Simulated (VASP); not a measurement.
# BAs (Pm-3m) in VASP: a series of runs

BAs is run at these levels: PBE-based screened hybrid, PBEsol-based screened hybrid, PBEsol-based global hybrid, B3LYP; tasks: single point.

Everything below comes from runs of VASP 6.6.1. Logs are shortened: lines on timing, memory, paths and dates and some standing lists are left out, and cuts for length are marked.

### 1 The cell of the first run

Symmetry: Pm-3m, No. 221, cubic system. Conventional cell: a = 2.883 Å, b = 2.883 Å, c = 2.883 Å, α = 90.00°, β = 90.00°, γ = 90.00°. B (site symmetry m-3m) has 8 As at 2.50 Å and 6 B at 2.88 Å within 3.3 Å. As (site symmetry m-3m) has 8 B at 2.50 Å and 6 As at 2.88 Å within 3.3 Å.

### 2 Single point, PBE-based screened hybrid

Contents of POSCAR:

```
BAs
1.0
    2.8833779329      0.0000000000      0.0000000000
    0.0000000000      2.8833779329      0.0000000000
    0.0000000000      0.0000000000      2.8833779329
B As
1 1
Direct
    0.5000000000      0.5000000000      0.5000000000
    0.0000000000      0.0000000000      0.0000000000
```

Contents of INCAR.step1:

```
SYSTEM = BAs
  ALGO = Normal
  EDIFF = 1E-5
  ENCUT = 520
  GGA = PE
  ISIF = 2
  ISMEAR = -1
  LASPH = .TRUE.
  LCHARG = .FALSE.
  LREAL = .FALSE.
  LWAVE = .TRUE.
  NBANDS = 11
  NELM = 80
  PREC = Accurate
  SIGMA = 0.05
```

Contents of INCAR.step2:

```
SYSTEM = BAs
  AEXX = 0.25
  ALGO = Normal
  EDIFF = 1E-7
  ENCUT = 520
  GGA = PE
  HFSCREEN = 0.3
  ISIF = 2
  ISMEAR = -1
  ISTART = 1
  LASPH = .TRUE.
  LCHARG = .FALSE.
  LHFCALC = .TRUE.
  LREAL = .FALSE.
  LWAVE = .FALSE.
  NBANDS = 11
  NELM = 80
  PREC = Accurate
  PRECFOCK = Normal
  SIGMA = 0.05
```

Contents of KPOINTS:

```
k-points
0
G
  5 5 5
  0 0 0
```

Potentials or basis: VASP PAW PBE potentials, release 64 (B, As).

Started as:

```console
$ cat potpaw_PBE.64/B/POTCAR potpaw_PBE.64/As/POTCAR > POTCAR
$ cp INCAR.step1 INCAR
$ mpirun -np 1 vasp_std > vasp.out
$ cp INCAR.step2 INCAR
$ mpirun -np 1 vasp_std > vasp.out
```

OUTCAR:

```text
SYSTEM = BAs
   AEXX = 0.25
   EDIFF = 1E-7
   ENCUT = 520
   GGA = PE
   HFSCREEN = 0.3
   ISIF = 2
   ISMEAR = -1
   ISTART = 1
   LASPH = .TRUE.
   LHFCALC = .TRUE.
   LREAL = .FALSE.
   NELM = 80
   PREC = Accurate
   PRECFOCK = Normal

 ion  position               nearest neighbor table
   1  0.500  0.500  0.500-   2 2.50   2 2.50   2 2.50   2 2.50   2 2.50   2 2.50   2 2.50   2 2.50

   2  0.000  0.000  0.000-   1 2.50   1 2.50   1 2.50   1 2.50   1 2.50   1 2.50   1 2.50   1 2.50

  LATTYP: Found a simple cubic cell.
 ALAT       =     2.8833779329

  Lattice vectors:

 A1 = (   2.8833779329,   0.0000000000,   0.0000000000)
 A2 = (   0.0000000000,   2.8833779329,   0.0000000000)
 A3 = (   0.0000000000,   0.0000000000,   2.8833779329)

Analysis of symmetry for initial positions (statically):
=====================================================================
 Subroutine PRICEL returns:
 Original cell was already a primitive cell.

 Routine SETGRP: Setting up the symmetry group for a
 simple cubic supercell.

 Subroutine GETGRP returns: Found 48 space group operations
 (whereof 48 operations were pure point group operations)
 out of a pool of 48 trial point group operations.

The static configuration has the point symmetry O_h .

Analysis of symmetry for dynamics (positions and initial velocities):
=====================================================================
 Subroutine PRICEL returns:
 Original cell was already a primitive cell.

 Routine SETGRP: Setting up the symmetry group for a
 simple cubic supercell.

 Subroutine GETGRP returns: Found 48 space group operations
 (whereof 48 operations were pure point group operations)
 out of a pool of 48 trial point group operations.

The dynamic configuration has the point symmetry O_h .

 Subroutine INISYM returns: Found 48 space group operations
 (whereof 48 operations are pure point group operations),
 and found     1 'primitive' translations

----------------------------------------------------------------------------------------

                                     Primitive cell

  volume of cell :      23.9720

  direct lattice vectors                    reciprocal lattice vectors
     2.883377933  0.000000000  0.000000000     0.346815445  0.000000000  0.000000000
     0.000000000  2.883377933  0.000000000     0.000000000  0.346815445  0.000000000
     0.000000000  0.000000000  2.883377933     0.000000000  0.000000000  0.346815445

  length of vectors
     2.883377933  2.883377933  2.883377933     0.346815445  0.346815445  0.346815445

  position of ions in fractional coordinates (direct lattice)
     0.500000000  0.500000000  0.500000000
     0.000000000  0.000000000  0.000000000

  ion indices of the primitive-cell ions
   primitive index   ion index
                 1           1
                 2           2

----------------------------------------------------------------------------------------

 KPOINTS: k-points

Automatic generation of k-mesh.
 Grid dimensions read from file:
 generate k-points for:    5    5    5

 Generating k-lattice:

  Cartesian coordinates                     Fractional coordinates (reciprocal lattice)
     0.069363089  0.000000000  0.000000000     0.200000000  0.000000000  0.000000000
     0.000000000  0.069363089  0.000000000     0.000000000  0.200000000  0.000000000
     0.000000000  0.000000000  0.069363089     0.000000000  0.000000000  0.200000000

  Length of vectors
     0.069363089  0.069363089  0.069363089

  Shift w.r.t. Gamma in fractional coordinates (k-lattice)
     0.000000000  0.000000000  0.000000000

 Subroutine IBZKPT returns following result:
 ===========================================

 Found     10 irreducible k-points:

 Following reciprocal coordinates:
            Coordinates               Weight
  0.000000  0.000000  0.000000      1.000000
  0.200000  0.000000  0.000000      6.000000
  0.400000  0.000000  0.000000      6.000000
  0.200000  0.200000  0.000000     12.000000
  0.400000  0.200000  0.000000     24.000000
  0.400000  0.400000  0.000000     12.000000
  0.200000  0.200000  0.200000      8.000000
  0.400000  0.200000  0.200000     24.000000
  0.400000  0.400000  0.200000     24.000000
  0.400000  0.400000  0.400000      8.000000
   k-points           NKPTS =     10   k-points in BZ     NKDIM =    125   number of bands    NBANDS=     11
   number of dos      NEDOS =    301   number of ions     NIONS =      2
   total plane-waves  NPLWV =  13824
   dimension x,y,z NGX =    24 NGY =   24 NGZ =   24
   dimension x,y,z NGXF=    48 NGYF=   48 NGZF=   48
   ions per type =               1   1
   NGX,Y,Z   is equivalent  to a cutoff of  13.84, 13.84, 13.84 a.u.
   NGXF,Y,Z  is equivalent  to a cutoff of  27.68, 27.68, 27.68 a.u.
 SYSTEM =  BAs
   PREC   = accura    normal or accurate (medium, high low for compatibility)
   ISTART =      1    job   : 0-new  1-cont  2-samecut
   ICHARG =      0    charge: 1-file 2-atom 10-const
[... 85 lines left out ...]
      1      -9.5540      2.00000
      2       1.9889      2.00000
      3       7.4656      1.99996
      4       7.4656      1.99996
      5       9.7150      0.00000
      6      14.3597      0.00000
      7      16.5573      0.00000
      8      16.7961      0.00000
      9      16.7961      0.00000
     10      18.7656      0.00000
     11      25.3683      0.00000

 k-point     3 :       0.4000    0.0000    0.0000
  band No.  band energies     occupation
      1      -7.5318      2.00000
      2      -2.8588      2.00000
      3       9.6675      0.00000
      4       9.6675      0.00000
      5      11.3349      0.00000
      6      13.0864      0.00000
      7      13.0864      0.00000
      8      14.0734      0.00000
      9      16.3753      0.00000
     10      20.5060      0.00000
     11      25.8409      0.00000

 k-point     4 :       0.2000    0.2000    0.0000
  band No.  band energies     occupation
      1      -8.8254      2.00000
      2       2.3930      2.00000
      3       3.1270      2.00000
      4       8.2010      0.03653
      5      11.5555      0.00000
      6      12.9741      0.00000
      7      16.0742      0.00000
      8      17.3267      0.00000
      9      17.8093      0.00000
     10      20.3802      0.00000
     11      24.1186      0.00000

 k-point     5 :       0.4000    0.2000    0.0000
  band No.  band energies     occupation
      1      -6.7911      2.00000
      2      -2.1321      2.00000
      3       4.9127      2.00000
      4       8.5411      0.00004
      5      10.2873      0.00000
      6      13.4341      0.00000
      7      13.4931      0.00000
      8      15.8238      0.00000
      9      20.1790      0.00000
     10      22.5209      0.00000
     11      24.1337      0.00000

 k-point     6 :       0.4000    0.4000    0.0000
  band No.  band energies     occupation
      1      -4.7188      2.00000
      2      -0.2128      2.00000
      3       0.1833      2.00000
      4       3.9419      2.00000
      5      11.8420      0.00000
      6      13.6959      0.00000
      7      15.0537      0.00000
      8      16.2412      0.00000
      9      21.4422      0.00000
     10      21.7256      0.00000
     11      22.5613      0.00000

 k-point     7 :       0.2000    0.2000    0.2000
  band No.  band energies     occupation
      1      -8.0944      2.00000
      2       2.7638      2.00000
      3       3.9082      2.00000
      4       3.9082      2.00000
      5      12.0120      0.00000
      6      14.4365      0.00000
      7      14.4365      0.00000
      8      14.9739      0.00000
      9      20.6783      0.00000
     10      20.6783      0.00000
     11      25.2488      0.00000

 k-point     8 :       0.4000    0.2000    0.2000
  band No.  band energies     occupation
      1      -6.0514      2.00000
      2      -1.4082      2.00000
      3       5.1644      2.00000
      4       6.2038      2.00000
      5       8.6010      0.00001
      6       9.9173      0.00000
      7      15.0385      0.00000
      8      16.0602      0.00000
      9      22.4731      0.00000
     10      23.8057      0.00000
     11      24.0159      0.00000

 k-point     9 :       0.4000    0.4000    0.2000
  band No.  band energies     occupation
      1      -3.9853      2.00000
      2       0.4607      2.00000
      3       0.9713      2.00000
      4       4.5868      2.00000
      5       7.8094      1.95820
      6      10.4596      0.00000
      7      12.1900      0.00000
      8      14.1875      0.00000
      9      23.5715      0.00000
     10      25.2390      0.00000
     11      25.4256      0.00000

 k-point    10 :       0.4000    0.4000    0.4000
  band No.  band energies     occupation
      1      -1.9654      2.00000
      2       2.1302      2.00000
      3       3.2874      2.00000
      4       3.2874      2.00000
      5       5.7341      2.00000
      6       7.2570      2.00000
      7       7.2570      2.00000
      8      10.1513      0.00000
      9      27.1934      0.00000
     10      28.1581      0.00000
     11      28.1581      0.00000

------------------------ aborting loop because EDIFF is reached ----------------------------------------

  FORCE on cell =-STRESS in cart. coord.  units (eV):
  Direction    XX          YY          ZZ          XY          YZ          ZX
  --------------------------------------------------------------------------------------
  -------------------------------------------------------------------------------------
  Total       -0.0433014     -0.0433014     -0.0433014     -0.0000000      0.0000000      0.0000000
  in kB       -2.8940590     -2.8940590     -2.8940590     -0.0000000      0.0000000      0.0000000
  external PRESSURE =      -2.8940590 kB  Pullay stress =       0.0000000 kB

 VOLUME and BASIS-vectors are now :
 -----------------------------------------------------------------------------
  energy-cutoff  :      520.00
  volume of cell :       23.97
      direct lattice vectors                 reciprocal lattice vectors
     2.883377933  0.000000000  0.000000000     0.346815445  0.000000000  0.000000000
     0.000000000  2.883377933  0.000000000     0.000000000  0.346815445  0.000000000
     0.000000000  0.000000000  2.883377933     0.000000000  0.000000000  0.346815445

 POSITION                                       TOTAL-FORCE (eV/Angst)
 -----------------------------------------------------------------------------------
      1.44169      1.44169      1.44169         0.000000      0.000000      0.000000
      0.00000      0.00000      0.00000         0.000000      0.000000      0.000000
 -----------------------------------------------------------------------------------
    total drift:                               -0.000003      0.000002     -0.000000

  FREE ENERGIE OF THE ION-ELECTRON SYSTEM (eV)
  ---------------------------------------------------
  free  energy   TOTEN  =        -9.3980473895 eV

  energy  without entropy=       -9.3947380971  energy(sigma->0) =       -9.39639274
```

Wall time 2.2 min (1 thread of Intel Xeon 6975P-C (Granite Rapids), shared host); peak memory 0.24 GiB.

Results:

```
Free energy            : -9.3980 eV
Pressure               : -0.3 GPa
Band gap on the k mesh : zero (band 4 reaches 9.67 eV, above the bottom of band 5 at 5.73 eV)
```

Caveat: the k points lie up to 0.44 Å⁻¹ apart; the PAW data sets were made with another functional, which shifts forces and pressure a little.

### 3 Single point, PBEsol-based screened hybrid

This run uses another cell than the first one, of 11.72 Å³/atom, 0.978 times its volume.

Contents of POSCAR:

```
BAs
1.0
    2.8621568294      0.0000000000      0.0000000000
    0.0000000000      2.8621568294      0.0000000000
    0.0000000000      0.0000000000      2.8621568294
B As
1 1
Direct
    0.5000000000      0.5000000000      0.5000000000
    0.0000000000      0.0000000000      0.0000000000
```

Contents of INCAR.step1:

```
  PREC = Accurate
  ENCUT = 520
  EDIFF = 1E-5
  ISMEAR = -1
  SIGMA = 0.05
  LREAL = False
  LASPH = True
  NELM = 60
  ALGO = Normal
  ISIF = 2
  LWAVE = True
  LCHARG = False
  GGA = PE
  NBANDS = 11
```

Contents of INCAR.step2:

```
  PREC = Accurate
  ENCUT = 520
  EDIFF = 1E-6
  ISMEAR = -1
  SIGMA = 0.05
  LREAL = False
  LASPH = True
  NELM = 60
  ALGO = Normal
  ISIF = 2
  LWAVE = False
  LCHARG = False
  GGA = PS
  LHFCALC = True
  AEXX = 0.25
  HFSCREEN = 0.207
  PRECFOCK = Normal
  ISTART = 1
  NBANDS = 11
```

Contents of KPOINTS:

```
Automatic mesh
0
Gamma
  5 5 5
```

Potentials or basis: VASP PAW PBE potentials, release 64 (B, As).

Started as:

```console
$ cat potpaw_PBE.64/B/POTCAR potpaw_PBE.64/As/POTCAR > POTCAR
$ cp INCAR.step1 INCAR
$ mpirun -np 1 vasp_std > vasp.out
$ cp INCAR.step2 INCAR
$ mpirun -np 1 vasp_std > vasp.out
```

Run time: 49 s. Hardware: 1 thread of Intel Xeon 6975P-C (Granite Rapids), shared host; peak memory 0.24 GiB.

The run converged. Its results:

* Free energy: -10.2936 eV
* Pressure: -0.2 GPa
* Band gap on the k mesh: zero (band 4 reaches 9.95 eV, above the bottom of band 5 at 5.93 eV)

Levels at points of the mesh, in eV from the Fermi level:
| k point | band 2 | band 3 | band 4 | band 5 | band 6 | band 7 |
| --- | --- | --- | --- | --- | --- | --- |
| (0.00, 0.00, 0.00) | -1.43 | -1.43 | -1.43 | 0.37 | 5.71 | 5.71 |

Caveat: the k points lie up to 0.44 Å⁻¹ apart; the PAW data sets were made with another functional, which shifts forces and pressure a little.

### 4 Single point, PBEsol-based global hybrid

This run uses another cell than the first one, of 12.93 Å³/atom, 1.079 times its volume.

Contents of POSCAR:

```
BAs
1.0
    2.9570103300      0.0000000000      0.0000000000
    0.0000000000      2.9570103300      0.0000000000
    0.0000000000      0.0000000000      2.9570103300
B As
1 1
Direct
    0.5000000000      0.5000000000      0.5000000000
    0.0000000000      0.0000000000      0.0000000000
```

Contents of INCAR.step1:

```
ALGO = Normal
EDIFF = 1E-5
ENCUT = 520
GGA = PE
ISIF = 2
ISMEAR = -1
LASPH = True
LCHARG = False
LREAL = False
LWAVE = True
NBANDS = 11
NELM = 60
PREC = Accurate
SIGMA = 0.05
```

Contents of INCAR.step2:

```
AEXX = 0.25
ALGO = Normal
EDIFF = 1E-6
ENCUT = 520
GGA = PS
ISIF = 2
ISMEAR = -1
ISTART = 1
LASPH = True
LCHARG = False
LHFCALC = True
LREAL = False
LWAVE = False
NBANDS = 11
NELM = 60
PREC = Accurate
PRECFOCK = Normal
SIGMA = 0.05
```

Contents of KPOINTS:

```
k-points
0
Gamma
  5 5 5
```

Started as:

```console
$ cat potpaw_PBE.64/B/POTCAR potpaw_PBE.64/As/POTCAR > POTCAR
$ cp INCAR.step1 INCAR
$ mpirun -np 1 vasp_std > vasp.out
$ cp INCAR.step2 INCAR
$ mpirun -np 1 vasp_std > vasp.out
```

It took 78 s on 1 thread of Intel Xeon 6975P-C (Granite Rapids), shared host; peak memory 0.15 GiB.

Results (log left out):

- Free energy: -11.1261 eV
- Pressure: -11.7 GPa
- Band gap on the k mesh: zero (band 4 reaches 9.04 eV, above the bottom of band 5 at 4.27 eV)

Levels at points of the mesh, in eV from the Fermi level:
| k point | band 2 | band 3 | band 4 | band 5 | band 6 | band 7 |
| --- | --- | --- | --- | --- | --- | --- |
| (0.00, 0.00, 0.00) | -1.26 | -1.26 | -1.26 | -0.59 | 6.56 | 6.56 |

Caveat: the k points lie up to 0.42 Å⁻¹ apart; the PAW data sets were made with another functional, which shifts forces and pressure a little.

### 5 Single point, B3LYP

This run uses another cell than the first one, of 12.93 Å³/atom, 1.079 times its volume.

POSCAR is that of step 4.

Contents of INCAR.step1:

```
PREC = Accurate
ENCUT = 520
EDIFF = 1E-5
ISMEAR = -1
SIGMA = 0.05
LREAL = False
LASPH = True
NELM = 60
ALGO = Normal
ISIF = 2
LWAVE = True
NBANDS = 11
GGA = PE
```

Contents of INCAR.step2:

```
PREC = Accurate
ENCUT = 520
EDIFF = 1E-6
ISMEAR = -1
SIGMA = 0.05
LREAL = False
LASPH = True
NELM = 60
ALGO = Normal
ISIF = 2
LWAVE = False
LCHARG = True
GGA = B3
LHFCALC = True
AEXX = 0.2
AGGAX = 0.72
AGGAC = 0.81
ALDAC = 0.19
PRECFOCK = Normal
LELF = True
LVHAR = True
NBANDS = 11
ISTART = 1
```

Contents of KPOINTS:

```
Automatic mesh
0
Gamma
  5 5 5
```

Started as:

```console
$ cat potpaw_PBE.64/B/POTCAR potpaw_PBE.64/As/POTCAR > POTCAR
$ cp INCAR.step1 INCAR
$ mpirun -np 1 vasp_std > vasp.out
$ cp INCAR.step2 INCAR
$ mpirun -np 1 vasp_std > vasp.out
```

Run time: 65 s. Hardware: 1 thread of Intel Xeon 6975P-C (Granite Rapids), shared host; peak memory 0.14 GiB.

The run converged. Its results:

```
Free energy            : -8.4660 eV
Pressure               : -0.4 GPa
Band gap on the k mesh : zero (band 4 reaches 9.15 eV, above the bottom of band 5 at 4.62 eV)
```

Levels at points of the mesh, in eV from the Fermi level:
```tsv
k point	band 2	band 3	band 4	band 5	band 6	band 7
(0.00, 0.00, 0.00)	-1.27	-1.27	-1.27	-0.85	6.75	6.75
```

Caveat: the k points lie up to 0.42 Å⁻¹ apart; the PAW data sets were made with another functional, which shifts forces and pressure a little.

### 6 Overview

```csv
level,cell,share of exact exchange,screening parameter,gap on the mesh (eV),pressure (GPa)
PBE-based screened hybrid,"a = 2.883 Å, 2 atoms",0.25,0.3 1/Å,none,-0.3
PBEsol-based screened hybrid,"a = 2.862 Å, 2 atoms",0.25,0.207 1/Å,none,-0.2
PBEsol-based global hybrid,"a = 2.957 Å, 2 atoms",0.25,-,none,-11.7
B3LYP,"a = 2.957 Å, 2 atoms",-,-,none,-0.4
```

Alike in all rows: task single point; potentials or basis VASP PAW PBE potentials, release 64 (B, As); no spin polarisation; k mesh 5 × 5 × 5; cutoff (eV) 520; smearing fermi-dirac 0.05 eV.

Caveats: all runs use coarse meshes; the PAW data sets were made with another functional, which shifts forces and pressure a little.

Total energies depend on the potentials used, so only differences within one code and one set of settings carry meaning.
